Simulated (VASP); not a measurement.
Runs of VASP 6.6.1 on AlIn3Sb2. The structure is that of space group P4/mmm (No. 123), or close to it. The cells are those of the table. The cell was built from a structure type or drawn by symmetry, and may not be a known phase.

```tsv
task	cell	k mesh	cutoff (eV)	gap on the mesh (eV)	pressure (GPa)
relaxation of cell and atoms	relaxed from a = 4.759, b = 4.759, c = 6.988 Å, 6 atoms	4 × 4 × 4	600	none	0.0
single point	a = 5.732, b = 5.732, c = 6.055 Å, 6 atoms	8 × 8 × 6	520	none	0.0
single point	a = 5.747, b = 5.747, c = 6.047 Å, 6 atoms	4 × 4 × 4	520	none	(a)
single point	a = 4.759, b = 4.759, c = 6.988 Å, 6 atoms	4 × 4 × 4	520	none	25.2
```

Alike in all rows: level PBE; potentials or basis VASP PAW PBE potentials, release 64 (Al, In_d, Sb); no spin polarisation; smearing gaussian 0.1 eV.

**Question.** Fill in the values left out.

**Answer.** (a) -0.1.

Caveats: spin-orbit coupling is left out, which moves the levels of the heavy elements; the cell stands under pressure (at least some runs).

A k mesh can miss the band edges, and the runs leave out spin-orbit coupling on In, Sb.

A gap of «none» marks levels without a gap at the run's occupations.
